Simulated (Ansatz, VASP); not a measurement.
One calculation of TiN, two programs

```xyz
2
Lattice="0.0000 2.1636 2.1636 2.1636 0.0000 2.1636 2.1636 2.1636 0.0000" Properties=species:S:1:pos:R:3 pbc="T T T"
Ti    0.0000    0.0000    0.0000
N     2.1636    2.1636    2.1636
```

Change from the starting cell: volume scaled by 1.06.

Alike in both runs: task single point; functional PBEsol; k mesh 17 × 17 × 17; occupations fermi-dirac, width 0.05 eV; no spin polarisation.

|  | VASP | Ansatz |
| --- | --- | --- |
| version | VASP 6.6.1 | Ansatz 0.2.0 |
| potentials or method | VASP PAW PBE potentials, release 64 (Ti_sv, N), cutoff 520 eV | all-electron LAPW, scalar-relativistic |

```tsv
	VASP	Ansatz	Ansatz less VASP
pressure (GPa)	-21.2	-21.7	-0.42
```

VASP's potentials were made for PBE, not for PBEsol. Ansatz ran all-electron here, and VASP with PAW potentials.
